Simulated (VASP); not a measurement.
# AlGaN2 (P-4m2) in VASP: further runs, part 2 of 2

VASP 6.6.1. The steps go on from the part before.

## Step 4: Single point, r2SCAN (strain +0.000 along x and y, +0.030 along z)

POSCAR reads:

```
AlGaN2
1.0
    3.1408770487      0.0000000000      0.0000000000
    0.0000000000      3.1408770487      0.0000000000
    0.0000000000      0.0000000000      4.5565530782
Al Ga N
1 1 2
Direct
    0.5000000000      0.5000000000      0.5000000000
    0.0000000000      0.0000000000      0.0000000000
    0.5000000000      0.0000000000      0.7382648100
    0.0000000000      0.5000000000      0.2617351900
```

INCAR.step1 reads:

```
SYSTEM = AlGaN2
PREC = Accurate
ENCUT = 520
ISMEAR = 0
SIGMA = 0.05
LREAL = .FALSE.
LASPH = .TRUE.
NELM = 100
NBANDS = 21
GGA = PE
ALGO = Normal
EDIFF = 1E-4
LWAVE = .TRUE.
LCHARG = .FALSE.
```

INCAR.step2 reads:

```
SYSTEM = AlGaN2
PREC = Accurate
ENCUT = 520
EDIFF = 1E-6
ISMEAR = 0
SIGMA = 0.05
LREAL = .FALSE.
LASPH = .TRUE.
NELM = 100
ALGO = Normal
ISIF = 2
LWAVE = .FALSE.
LCHARG = .TRUE.
METAGGA = R2SCAN
LMIXTAU = .TRUE.
LELF = .TRUE.
LVHAR = .TRUE.
NBANDS = 21
ISTART = 1
```

KPOINTS reads:

```
regular mesh
0
G
  8 8 6
  0 0 0
```

Potentials or basis: VASP PAW PBE potentials, release 64 (Al, Ga_d, N).

Launch:

```sh
$ cat potpaw_PBE.64/Al/POTCAR potpaw_PBE.64/Ga_d/POTCAR potpaw_PBE.64/N/POTCAR > POTCAR
$ cp INCAR.step1 INCAR
$ mpirun -np 1 vasp_std > vasp.out
$ cp INCAR.step2 INCAR
$ mpirun -np 1 vasp_std > vasp.out
```

OUTCAR:

```text
SYSTEM = AlGaN2
   PREC = Accurate
   ENCUT = 520
   EDIFF = 1E-6
   ISMEAR = 0
   LREAL = .FALSE.
   LASPH = .TRUE.
   NELM = 100
   ISIF = 2
   METAGGA = R2SCAN
   ISTART = 1

 ion  position               nearest neighbor table
   1  0.500  0.500  0.500-   3 1.91   4 1.91   3 1.91   4 1.91
   2  0.000  0.000  0.000-   3 1.97   4 1.97   4 1.97   3 1.97
   3  0.500  0.000  0.738-   1 1.91   1 1.91   2 1.97   2 1.97
   4  0.000  0.500  0.262-   1 1.91   1 1.91   2 1.97   2 1.97

  LATTYP: Found a simple tetragonal cell.
[... 768 lines left out ...]
     20      17.9129      0.00000
     21      18.0866      0.00000

 [... further k-points ...]
[... 5 lines left out ...]
  --------------------------------------------------------------------------------------
  -------------------------------------------------------------------------------------
  Total       -1.2102610     -1.2102610     -2.4122059      0.0000000      0.0000000      0.0000000
  in kB      -43.1371368    -43.1371368    -85.9778646      0.0000000      0.0000000      0.0000000
  external PRESSURE =     -57.4173794 kB  Pullay stress =       0.0000000 kB

 VOLUME and BASIS-vectors are now :
 -----------------------------------------------------------------------------
  energy-cutoff  :      520.00
  volume of cell :       44.95
      direct lattice vectors                 reciprocal lattice vectors
     3.140877049  0.000000000  0.000000000     0.318382409  0.000000000  0.000000000
     0.000000000  3.140877049  0.000000000     0.000000000  0.318382409  0.000000000
     0.000000000  0.000000000  4.556553078     0.000000000  0.000000000  0.219464139

 POSITION                                       TOTAL-FORCE (eV/Angst)
 -----------------------------------------------------------------------------------
      1.57044      1.57044      2.27828         0.000000      0.000000     -0.000000
      0.00000      0.00000      0.00000        -0.000000     -0.000000     -0.000000
      1.57044      0.00000      3.36394         0.000000     -0.000000      0.051160
      0.00000      1.57044      1.19261         0.000000     -0.000000     -0.051160
 -----------------------------------------------------------------------------------
    total drift:                                0.000000      0.000000      0.000000

  FREE ENERGIE OF THE ION-ELECTRON SYSTEM (eV)
  ---------------------------------------------------
  free  energy   TOTEN  =       -41.0408316267 eV

  energy  without entropy=      -41.0408316267  energy(sigma->0) =      -41.04083163
```

Run time: 61 s. Hardware: 1 thread of Intel Xeon 6975P-C (Granite Rapids), shared host; peak memory 0.2 GiB.

Results:

| Property | Result |
| --- | --- |
| Free energy | -41.0408 eV |
| Pressure | -5.7 GPa |
| Largest force | 0.051 eV/Å |
| Band gap on the k mesh | 3.09 eV, direct |

Forces in eV/Å, atoms in the order of the input:
```
Al   0.000  0.000  0.000
Ga   0.000  0.000  0.000
N    0.000  0.000  0.051
N    0.000  0.000 -0.051
```

Stress tensor (GPa, compression positive):
```
-4.31  0.00  0.00
 0.00 -4.31  0.00
 0.00  0.00 -8.60
```

Caveat: the cell differs from its parent crystal (strain +0.000 along x and y, +0.030 along z); the PAW data sets were made with another functional, which shifts forces and pressure a little.

## Step 5: Single point, r2SCAN (strain +0.030 along x and y, -0.030 along z)

POSCAR reads:

```
AlGaN2
1.0
    3.2351033602      0.0000000000      0.0000000000
    0.0000000000      3.2351033602      0.0000000000
    0.0000000000      0.0000000000      4.2911228018
Al Ga N
1 1 2
Direct
    0.5000000000      0.5000000000      0.5000000000
    0.0000000000      0.0000000000      0.0000000000
    0.5000000000      0.0000000000      0.7382648100
    0.0000000000      0.5000000000      0.2617351900
```

INCAR.step1 reads:

```
PREC = Accurate
ENCUT = 520
ISMEAR = 0
SIGMA = 0.05
LREAL = F
LASPH = T
NELM = 100
NBANDS = 21
GGA = PE
ALGO = Normal
EDIFF = 1E-4
LWAVE = T
LCHARG = F
```

INCAR.step2 reads:

```
PREC = Accurate
ENCUT = 520
EDIFF = 1E-6
ISMEAR = 0
SIGMA = 0.05
LREAL = F
LASPH = T
NELM = 100
ALGO = Normal
ISIF = 2
LWAVE = F
LCHARG = T
METAGGA = R2SCAN
LMIXTAU = T
LELF = T
LVHAR = T
NBANDS = 21
ISTART = 1
```

KPOINTS reads:

```
regular mesh
0
Gamma
  8 8 6
```

Launch:

```sh
$ cat potpaw_PBE.64/Al/POTCAR potpaw_PBE.64/Ga_d/POTCAR potpaw_PBE.64/N/POTCAR > POTCAR
$ cp INCAR.step1 INCAR
$ mpirun -np 1 vasp_std > vasp.out
$ cp INCAR.step2 INCAR
$ mpirun -np 1 vasp_std > vasp.out
```

Wall time 53 s (1 thread of Intel Xeon 6975P-C (Granite Rapids), shared host); peak memory 0.19 GiB.

It converged, with:

```yaml
Free_energy: -41.0089 eV
Pressure: -5.9 GPa
Largest_force: 0.091 eV/Å
Band_gap_on_the_k_mesh: 3.18 eV, direct
```

Forces in eV/Å, atoms in the order of the input:
```
Al   0.000  0.000  0.000
Ga   0.000  0.000  0.000
N    0.000  0.000 -0.091
N    0.000  0.000  0.091
```

Stress tensor (GPa, compression positive):
```
-8.29  0.00  0.00
 0.00 -8.29  0.00
 0.00  0.00 -1.05
```

Levels at points of the mesh, in eV from the valence-band top:
```tsv
k point	band 10	band 11	band 12	band 13	band 14	band 15	band 16	band 17
(0.00, 0.00, 0.00)	-2.57	-0.02	-0.02	0.00	3.18	3.94	7.57	11.95
(0.50, 0.00, 0.00)	-2.60	-2.50	-1.20	-0.85	7.40	7.64	8.27	8.63
(0.50, 0.50, 0.00)	-2.07	-2.02	-2.02	-1.98	4.01	4.01	7.24	9.68
(0.00, 0.00, 0.50)	-1.71	-1.71	-1.11	-1.11	5.85	6.07	8.29	9.48
(0.50, 0.00, 0.50)	-1.17	-0.70	-0.65	-0.28	5.55	7.00	9.89	10.15
(0.50, 0.50, 0.50)	-3.85	-3.21	-3.10	-3.10	7.16	7.16	9.39	11.35
```

Caveat: the cell differs from its parent crystal (strain +0.030 along x and y, -0.030 along z); the PAW data sets were made with another functional, which shifts forces and pressure a little.

## Step 6: Single point, r2SCAN (strain +0.015 along x and y, +0.000 along z)

POSCAR reads:

```
AlGaN2
1.0
    3.1879902044      0.0000000000      0.0000000000
    0.0000000000      3.1879902044      0.0000000000
    0.0000000000      0.0000000000      4.4238379400
Al Ga N
1 1 2
Direct
    0.5000000000      0.5000000000      0.5000000000
    0.0000000000      0.0000000000      0.0000000000
    0.5000000000      0.0000000000      0.7382648100
    0.0000000000      0.5000000000      0.2617351900
```

INCAR.step1 reads:

```
SYSTEM = AlGaN2
PREC     = Accurate       ! precision mode
ENCUT    = 520            ! plane-wave cutoff, eV
ISMEAR   = 0              ! smearing method
SIGMA    = 0.05           ! smearing width, eV
LREAL    = .False.        ! projectors in reciprocal space
LASPH    = .True.         ! aspherical terms in the spheres
NELM     = 60             ! most SCF steps
NBANDS   = 21             ! bands
GGA      = PE             ! functional
ALGO     = Normal         ! electronic algorithm
EDIFF    = 1E-4           ! SCF threshold, eV
LWAVE    = .True.         ! write WAVECAR
LCHARG   = .False.        ! write CHGCAR
```

INCAR.step2 reads:

```
SYSTEM = AlGaN2
PREC     = Accurate       ! precision mode
ENCUT    = 520            ! plane-wave cutoff, eV
EDIFF    = 1E-6           ! SCF threshold, eV
ISMEAR   = 0              ! smearing method
SIGMA    = 0.05           ! smearing width, eV
LREAL    = .False.        ! projectors in reciprocal space
LASPH    = .True.         ! aspherical terms in the spheres
NELM     = 60             ! most SCF steps
ALGO     = Normal         ! electronic algorithm
ISIF     = 2              ! what is computed and relaxed
LWAVE    = .False.        ! write WAVECAR
LCHARG   = .False.        ! write CHGCAR
METAGGA  = R2SCAN         ! meta-GGA
LMIXTAU  = .True.       
NBANDS   = 21             ! bands
ISTART   = 1
```

KPOINTS reads:

```
regular mesh
0
Gamma
  8 8 6
  0 0 0
```

Potentials or basis: VASP PAW PBE potentials, release 64 (Al, Ga_d, N).

Launch:

```sh
$ cat potpaw_PBE.64/Al/POTCAR potpaw_PBE.64/Ga_d/POTCAR potpaw_PBE.64/N/POTCAR > POTCAR
$ cp INCAR.step1 INCAR
$ mpirun -np 1 vasp_std > vasp.out
$ cp INCAR.step2 INCAR
$ mpirun -np 1 vasp_std > vasp.out
```

Wall time 59 s (1 thread of Intel Xeon 6975P-C (Granite Rapids), shared host); peak memory 0.2 GiB.

The run converged. Its results:

| Quantity | Value |
| --- | --- |
| Free energy | -41.0484 eV |
| Pressure | -5.8 GPa |
| Largest force | 0.019 eV/Å |
| Band gap on the k mesh | 3.15 eV, direct |

Forces in eV/Å, atoms in the order of the input:
```
Al   0.000  0.000  0.000
Ga   0.000  0.000  0.000
N    0.000  0.000 -0.019
N    0.000  0.000  0.019
```

Stress tensor (GPa, compression positive):
```
-6.55  0.00  0.00
 0.00 -6.55  0.00
 0.00  0.00 -4.38
```

Levels at points of the mesh, in eV from the valence-band top:
```tsv
k point	band 11	band 12	band 13	band 14	band 15	band 16
(0.00, 0.00, 0.00)	-0.15	0.00	0.00	3.15	4.03	8.04
(0.50, 0.00, 0.00)	-2.74	-1.07	-0.69	7.47	7.69	8.52
(0.50, 0.50, 0.00)	-2.18	-2.18	-2.16	3.87	3.87	6.90
(0.00, 0.00, 0.50)	-1.60	-1.00	-1.00	5.72	5.89	8.41
(0.50, 0.00, 0.50)	-0.81	-0.57	-0.51	5.57	7.07	9.85
(0.50, 0.50, 0.50)	-3.23	-3.11	-3.11	6.82	6.82	9.28
```

Caveat: the cell differs from its parent crystal (strain +0.015 along x and y, +0.000 along z); the PAW data sets were made with another functional, which shifts forces and pressure a little.

## Step 7: Overview

```tsv
cell	gap on the mesh (eV)	pressure (GPa)	largest force (eV/Å)
a = 3.141, b = 3.141, c = 4.490 Å, 4 atoms	3.22	-3.0	0.03
a = 3.188, b = 3.188, c = 4.357 Å, 4 atoms	3.28	-3.1	0.05
a = 3.141, b = 3.141, c = 4.557 Å, 4 atoms	3.09	-5.7	0.05
a = 3.235, b = 3.235, c = 4.291 Å, 4 atoms	3.18	-5.9	0.09
a = 3.188, b = 3.188, c = 4.424 Å, 4 atoms	3.15	-5.8	0.02
```

Alike in all rows: task single point; level r2SCAN; potentials or basis VASP PAW PBE potentials, release 64 (Al, Ga_d, N); no spin polarisation; k mesh 8 × 8 × 6; cutoff (eV) 520; smearing gaussian 0.05 eV.

Caveats: the PAW data sets were made with another functional, which shifts forces and pressure a little.

Absolute energies hang on the potentials; compare differences alone.
